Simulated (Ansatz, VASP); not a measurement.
**Zn: VASP beside Ansatz**

INCAR

```
  ALGO = Normal
  EDIFF = 1E-6
  ENCUT = 520
  GGA = PE
  ISIF = 2
  ISMEAR = -1
  LASPH = T
  LCHARG = F
  LREAL = F
  LWAVE = F
  NBANDS = 12
  NELM = 80
  PREC = Accurate
  SIGMA = 0.1
```

Contents of KPOINTS:

```
k-points
0
Gamma
  15 15 15
```

File POSCAR:

```
Zn
1.0
    0.0000000000      1.8836916038      1.8836916038
    1.8836916038      0.0000000000      1.8836916038
    1.8836916038      1.8836916038      0.0000000000
Zn
1
Direct
    0.0000000000      0.0000000000      0.0000000000
```

Input for Ansatz:

```yaml
crystal:
  lattice:
    - [0.0, 1.8836916038, 1.8836916038]
    - [1.8836916038, 0.0, 1.8836916038]
    - [1.8836916038, 1.8836916038, 0.0]
  atoms:
    - { symbol: Zn, position: [0.0, 0.0, 0.0] }
hamiltonian:
  xc: pbe
  pseudopotentials:
    kind: paw
    azcp:
      Zn: "pseudopotentials/Zn.paw.azcp"
basis:
  ecutwfc: 420
  fft_grid_basis: typed
kpoints:
  mp_grid: { grid: [15, 15, 15], shift: [0, 0, 0] }
magnetization:
  spin_polarized: false
scf:
  occupations: { method: fermi_dirac, width: 0.1 }
  lower_state_search: "off"
output:
  stress: true
```

Alike in both runs: task single point; functional PBE; k mesh 15 × 15 × 15; occupations fermi-dirac, width 0.1 eV; no spin polarisation.

|  | VASP | Ansatz |
| --- | --- | --- |
| version | VASP 6.6.1 | Ansatz 0.2.0 |
| potentials or method | VASP PAW PBE potentials, release 64 (Zn), cutoff 520 eV | plane waves (420 eV) with PAW, scalar-relativistic |
| valence electrons in the cell | 12 | 12 |

VASP gave:

```
pressure (GPa) : 12.5
```

Question: Estimate Ansatz's values.

Answer: Pressure (GPa): 12.0.

The functional is the same, so the differences come from potentials, cutoffs and numerics.
